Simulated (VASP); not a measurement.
# Zn (P6_3/mmc) in VASP: vibrations by perturbation theory with PBEsol

Aim: the vibrations by perturbation theory of Zn with PBEsol.

Program: VASP 6.6.1. These are calculated values, not measurements. Logs are shortened: lines on timing, memory, paths and dates and some standing lists are left out, and cuts for length are marked.

### Step 1. The cell of the first run

It takes space group P6_3/mmc (No. 194, hexagonal). The conventional cell has a = 2.608 Å, b = 2.608 Å, c = 4.922 Å, α = 90.00°, β = 90.00°, γ = 120.00°. Zn (site symmetry -6m2) has 12 Zn at 2.61 to 2.88 Å within 3.4 Å.

### Step 2. Vibrations by perturbation theory, PBEsol (14.49 Å³/atom)

INCAR

```
SYSTEM = Zn
PREC = Accurate
ENCUT = 520
EDIFF = 1E-8
ISMEAR = -1
SIGMA = 0.15
LREAL = .FALSE.
LASPH = .TRUE.
NELM = 100
ALGO = Normal
ISIF = 2
LWAVE = .FALSE.
LCHARG = .FALSE.
GGA = PS
NBANDS = 19
IBRION = 8
NSW = 1
```

KPOINTS

```
regular mesh
0
G
  18 18 8
  0 0 0
```

POSCAR

```
Zn
1.0
    2.6078013180      0.0000000000      0.0000000000
   -1.3039006590      2.2584221894      0.0000000000
    0.0000000000      0.0000000000      4.9218826978
Zn
2
Direct
    0.3333333333      0.6666666667      0.2500000000
    0.6666666667      0.3333333333      0.7500000000
```

Potentials or basis: VASP PAW PBE potentials, release 64 (Zn).

On the command line:

```
$ cat potpaw_PBE.64/Zn/POTCAR > POTCAR
$ mpirun -np 1 vasp_std > vasp.out
```

OUTCAR:

```text
SYSTEM = Zn
   PREC = Accurate
   ENCUT = 520
   EDIFF = 1E-8
   ISMEAR = -1
   LREAL = .FALSE.
   LASPH = .TRUE.
   NELM = 100
   ISIF = 2
   GGA = PS
   IBRION = 8
   NSW = 1

 ion  position               nearest neighbor table
   1  0.333  0.667  0.250-   2 2.88   2 2.88   2 2.88   2 2.88   2 2.88   2 2.88
   2  0.667  0.333  0.750-   1 2.88   1 2.88   1 2.88   1 2.88   1 2.88   1 2.88

  LATTYP: Found a hexagonal cell.
 ALAT       =     2.6078013180
 C/A-ratio  =     1.8873687439

  Lattice vectors:

 A1 = (   2.6078013180,   0.0000000000,   0.0000000000)
 A2 = (  -1.3039006590,   2.2584221894,   0.0000000000)
 A3 = (   0.0000000000,   0.0000000000,   4.9218826978)

Analysis of symmetry for initial positions (statically):
=====================================================================
 Subroutine PRICEL returns:
 Original cell was already a primitive cell.

 Routine SETGRP: Setting up the symmetry group for a
 hexagonal supercell.

 Subroutine GETGRP returns: Found 24 space group operations
 (whereof 12 operations were pure point group operations)
 out of a pool of 24 trial point group operations.

The static configuration has the point symmetry D_3d.
 The point group associated with its full space group is D_6h.

Analysis of symmetry for dynamics (positions and initial velocities):
=====================================================================
 Subroutine PRICEL returns:
 Original cell was already a primitive cell.

 Routine SETGRP: Setting up the symmetry group for a
 hexagonal supercell.

 Subroutine GETGRP returns: Found 24 space group operations
 (whereof 12 operations were pure point group operations)
 out of a pool of 24 trial point group operations.

The dynamic configuration has the point symmetry D_3d.
 The point group associated with its full space group is D_6h.

 Subroutine INISYM returns: Found 24 space group operations
 (whereof 12 operations are pure point group operations),
 and found     1 'primitive' translations

----------------------------------------------------------------------------------------

                                     Primitive cell

  volume of cell :      28.9875

  direct lattice vectors                    reciprocal lattice vectors
     2.607801318  0.000000000  0.000000000     0.383464796  0.221393503  0.000000000
    -1.303900659  2.258422189  0.000000000     0.000000000  0.442787006  0.000000000
     0.000000000  0.000000000  4.921882698     0.000000000  0.000000000  0.203174285

  length of vectors
     2.607801318  2.607801318  4.921882698     0.442787006  0.442787006  0.203174285

  position of ions in fractional coordinates (direct lattice)
     0.333333333  0.666666667  0.250000000
     0.666666667  0.333333333  0.750000000

  ion indices of the primitive-cell ions
   primitive index   ion index
                 1           1
                 2           2

----------------------------------------------------------------------------------------

 KPOINTS: regular mesh

Automatic generation of k-mesh.
 Grid dimensions read from file:
 generate k-points for:   18   18    8

 Generating k-lattice:

  Cartesian coordinates                     Fractional coordinates (reciprocal lattice)
[... 77 lines left out ...]
   IALGO  =     38    algorithm
   IMIX   =      4    mixing-type and parameters
     AMIX     =   0.40;   BMIX     =  1.00
     AMIX_MAG =   1.60;   BMIX_MAG =  1.00
  volume/ion in A,a.u.               =      14.49        97.81
  Fermi-wavevector in a.u.,A,eV,Ry     =   1.537240  2.904962 32.152011  2.363106
  Thomas-Fermi vector in A             =   2.643776
   LORBIT       =      0    0 simple, 1 ext, 2 COOP (PROOUT), +10 PAW based schemes
   GGA     = PS    functional components
   LHFCALC =     F    Hartree Fock is set to
   AEXX    =    0.0000 exact exchange contribution
   IVDW    =     0    specifies the selected vdW correction
   LEPSILON=     F    determine dielectric tensor
   LRPA    =     F    only Hartree local field effects (RPA)
 non-spin polarized calculation
  energy-cutoff  :      520.00
  volume of cell :       28.99
 maximum number of plane-waves:       798
 NGX is ok and might be reduce to    20
   NGX =  9   NGY =  9   NGZ = 19

--------------------------------------- Ionic step        1  -------------------------------------------

 number of electron      24.0000019 magnetization

 Free energy of the ion-electron system (eV)
  ---------------------------------------------------
  ext. energy  EPLUGINS =         0.00000000
  ---------------------------------------------------
  free energy    TOTEN  =        -3.18482511 eV

  energy without entropy =       -3.15555702  energy(sigma->0) =       -3.17019107

 E-fermi :   3.3332     XC(G=0): -11.9523

 val. band max:        3.2404159655   @ k =   0.3333   0.2778   0.5000
 cond. band min:       3.3561645484   @ k =   0.0000   0.0000   0.2500
 fundamental gap:      0.1157485829
 Fermi energy:         3.3332080563

 k-point     1 :       0.0000    0.0000    0.0000
  band No.  band energies     occupation
      1      -7.5253      2.00000
      2      -5.5718      2.00000
      3      -4.7773      2.00000
      4      -4.5045      2.00000
      5      -4.5045      2.00000
      6      -4.4533      2.00000
[... 505 lines left out ...]
      6      -4.3455      2.00000
[... 11 lines left out ...]
     18      16.7776      0.00000
     19      18.0668      0.00000

 [... further k-points ...]

------------------------ aborting loop because EDIFF is reached ----------------------------------------

  FORCE on cell =-STRESS in cart. coord.  units (eV):
  Direction    XX          YY          ZZ          XY          YZ          ZX
  --------------------------------------------------------------------------------------
  -------------------------------------------------------------------------------------
  Total       -0.1583636     -0.1583636     -0.2036848      0.0000000      0.0000000      0.0000000
  in kB       -8.7529617     -8.7529617    -11.2579237      0.0000000      0.0000000      0.0000000
  external PRESSURE =      -9.5879490 kB  Pullay stress =       0.0000000 kB

 VOLUME and BASIS-vectors are now :
 -----------------------------------------------------------------------------
  energy-cutoff  :      520.00
  volume of cell :       28.99
      direct lattice vectors                 reciprocal lattice vectors
     2.607801318  0.000000000  0.000000000     0.383464796  0.221393503  0.000000000
    -1.303900659  2.258422189  0.000000000     0.000000000  0.442787006  0.000000000
     0.000000000  0.000000000  4.921882698     0.000000000  0.000000000  0.203174285

 POSITION                                       TOTAL-FORCE (eV/Angst)
 -----------------------------------------------------------------------------------
     -0.00000      1.50561      1.23047        -0.000000      0.000000      0.000000
      1.30390      0.75281      3.69141         0.000000     -0.000000      0.000000
 -----------------------------------------------------------------------------------
    total drift:                               -0.000000      0.000000     -0.000000

  FREE ENERGIE OF THE ION-ELECTRON SYSTEM (eV)
  ---------------------------------------------------
  free  energy   TOTEN  =        -3.1848251106 eV

  energy  without entropy=       -3.1555570219  energy(sigma->0) =       -3.17019107

[... ionic steps 2 to 3 ...]

--------------------------------------- Ionic step        4  -------------------------------------------

------------------------ aborting loop because EDIFF is reached ----------------------------------------

[... ionic steps 5 to 5 ...]

--------------------------------------- Ionic step        6  -------------------------------------------

 Free energy of the ion-electron system (eV)
  ---------------------------------------------------
  ---------------------------------------------------
  free energy    TOTEN  =        -0.22189140 eV

  energy without entropy =       -0.22189140

------------------------ aborting loop because EDIFF is reached ----------------------------------------

 INTERNAL STRAIN TENSOR  FOR ION    1  DIRECTION 3   (eV/Angst):
 -----------------------------------------------------------------------------
     0.00054  0.00000 -0.00000
     0.00000  0.00054 -0.00000
     0.00000  0.00000  0.00454

 INTERNAL STRAIN TENSOR FOR ION    2 for displacements in x,y,z  (eV/Angst):
          X           Y           Z          XY          YZ          ZX
  --------------------------------------------------------------------------------
  x    -0.00000     0.00000     0.00000    -0.24187     0.00000     0.00000
  y    -0.24187     0.24187     0.00000     0.00000     0.00000     0.00000
  z    -0.00000    -0.00000     0.00000     0.00000    -0.00000     0.00000

 SECOND DERIVATIVES (NOT SYMMETRIZED)
 ------------------------------------
               1X          1Y          1Z          2X          2Y          2Z
  1X    -0.641401    0.000000    0.000000    0.641401    0.000000    0.000000
  1Y     0.000000   -0.641401    0.000000    0.000000    0.641401    0.000000
  1Z     0.000000    0.000000   -2.317910    0.000000    0.000000    2.317910
  2X     0.641401    0.000000    0.000000   -0.641401    0.000000    0.000000
  2Y     0.000000    0.641401    0.000000    0.000000   -0.641401    0.000000
  2Z     0.000000    0.000000    2.317910    0.000000    0.000000   -2.317910

 Eigenvectors and eigenvalues of the dynamical matrix
 ----------------------------------------------------

   1 f  =    4.162539 THz    26.154003 2PiTHz  138.847351 cm-1    17.214870 meV
             X         Y         Z           dx          dy          dz
     -0.000000  1.505615  1.230471     0.000000    0.000000   -0.707107
      1.303901  0.752807  3.691412     0.000000    0.000000    0.707107
[... 21 lines left out ...]
   6 f  =    0.000000 THz     0.000000 2PiTHz    0.000000 cm-1     0.000000 meV
             X         Y         Z           dx          dy          dz
     -0.000000  1.505615  1.230471     0.000000    0.000000    0.707107
      1.303901  0.752807  3.691412     0.000000    0.000000    0.707107

--------------------------------------------------------------------------------------------------------

 ELASTIC MODULI CONTR FROM IONIC RELAXATION (kBar)
 Direction    XX          YY          ZZ          XY          YZ          ZX
 --------------------------------------------------------------------------------
 XX          -5.0411      5.0411      0.0000     -0.0000      0.0000      0.0000
 YY           5.0411     -5.0411     -0.0000      0.0000     -0.0000      0.0000
 ZZ           0.0000     -0.0000     -0.0000      0.0000      0.0000      0.0000
 XY          -0.0000      0.0000      0.0000     -5.0411      0.0000      0.0000
 YZ           0.0000     -0.0000      0.0000      0.0000     -0.0000      0.0000
 ZX           0.0000      0.0000      0.0000      0.0000      0.0000      0.0000
 --------------------------------------------------------------------------------
```

Wall time 8 min (1 thread of Intel Xeon Platinum 8488C (Sapphire Rapids), shared host); peak memory 0.85 GiB.

Results:

| Quantity | Value |
| --- | --- |
| Highest phonon frequency at Γ | 139 cm⁻¹ |

Phonon frequencies in cm⁻¹ (negative: imaginary):
| q point | frequencies |
| --- | --- |
| (0.000, 0.000, 0.000) | 0 0 0 73 73 139 |

Caveat: the PAW data sets were made with another functional, which shifts forces and pressure a little.
